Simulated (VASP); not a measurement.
**Br: single point with PBE**

Crystal: Br.

```
CELL_PARAMETERS angstrom
0.00000 2.36220 2.36220
2.36220 0.00000 2.36220
2.36220 2.36220 0.00000
ATOMIC_POSITIONS crystal
Br 0.00000 0.00000 0.00000
```

```yaml
Program: VASP 6.6.1
Task: single point
Functional: PBE
Potentials_or_basis: VASP PAW PBE potentials, release 64 (Br)
Cutoff: 520 eV
k_mesh: 14 × 14 × 14
Occupations: fermi-dirac, width 0.05 eV
Spin: no spin polarisation
Dipole_correction: no
Further_INCAR_settings: ALGO = Normal; EDIFF = 1e-07; NBANDS = 10
```

```yaml
Pressure: 0.0 GPa
```

Levels at points of the mesh, in eV from the Fermi level:
```
           k point  band 1  band 2  band 3  band 4  band 5  band 6  band 7  band 8  band 9
(0.00, 0.00, 0.00)  -15.26    0.87    0.87    0.87    8.00   12.55   12.55   12.55   16.68
(0.50, 0.00, 0.00)  -13.89   -4.50    0.24    0.24    8.37   11.92   11.92   14.61   18.22
(0.50, 0.50, 0.00)  -13.42   -4.00   -1.06   -1.06    6.66    7.85   18.57   20.35   21.12
```

Run time: 12 s on 1 thread of Intel(R) Xeon(R) 6975P-C (Granite Rapids), with other jobs on the host, peak memory 0.16 GiB.

Caveat: an odd number of electrons without spin polarisation forces a metal; a magnetic or distorted state may lie lower.
